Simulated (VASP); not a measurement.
MoW3: single point with PBE

MoW3:

```
Mo W
1.0
     0.00000    0.00000   -3.17664
     0.00000   -4.49540    0.00000
    -8.99080    0.00000    0.00000
Mo W
2 6
Direct
  0.50000 0.00000 0.50000
  0.50000 0.00000 0.00000
  0.00000 0.50000 0.00000
  0.00000 0.50000 0.50000
  0.50000 0.50000 0.75000
  0.50000 0.50000 0.25000
  0.00000 0.00000 0.75000
  0.00000 0.00000 0.25000
```

```json
{
 "Program": "VASP 6.6.1",
 "Task": "single point",
 "Functional": "PBE",
 "Potentials or basis": "VASP PAW PBE potentials, release 64 (Mo_sv, W_sv)",
 "Cutoff": "520 eV",
 "k mesh": "6 × 6 × 4",
 "Occupations": "gaussian, width 0.2 eV",
 "Spin": "no spin polarisation",
 "Dipole correction": "no",
 "Further INCAR settings": "ALGO = Fast; EDIFF = 1e-07; NBANDS = 66"
}
```

* Pressure: 0.3 GPa
* Band gap on the k mesh: zero (bands 56 and 57 overlap by 1.55 eV)

Stress tensor (GPa, compression positive):
```
 0.85  0.00  0.00
 0.00  0.29  0.00
 0.00  0.00 -0.17
```

Levels at points of the mesh, in eV from the Fermi level:
```
           k point  band 53  band 54  band 55  band 56  band 57  band 58  band 59  band 60
(0.00, 0.00, 0.00)    -0.82    -0.62     0.14     0.17     0.82     0.83     1.20     1.29
(0.50, 0.00, 0.00)    -2.08    -1.98    -0.65    -0.64    -0.49    -0.48     1.05     1.33
(0.00, 0.50, 0.00)    -0.66    -0.66    -0.61    -0.53    -0.49    -0.49    -0.49    -0.44
(0.50, 0.50, 0.00)     0.65     0.83     0.83     1.01     1.40     1.51     1.64     1.80
(0.00, 0.00, 0.50)    -0.75    -0.75    -0.58    -0.58     0.80     0.80     1.50     1.50
(0.50, 0.00, 0.50)    -1.59    -1.59    -1.58    -1.58     0.17     0.17     0.27     0.27
(0.00, 0.50, 0.50)    -0.66    -0.66    -0.46    -0.46    -0.10    -0.10     0.06     0.06
(0.50, 0.50, 0.50)    -0.65    -0.65    -0.60    -0.60     1.60     1.60     1.79     1.79
```

Wall time 14 min on 1 thread of AMD EPYC 7R43 64-Core Processor (Zen 3) (shared host), peak memory 0.4 GiB.

Caveat: spin-orbit coupling is left out, which moves the levels of the heavy elements.
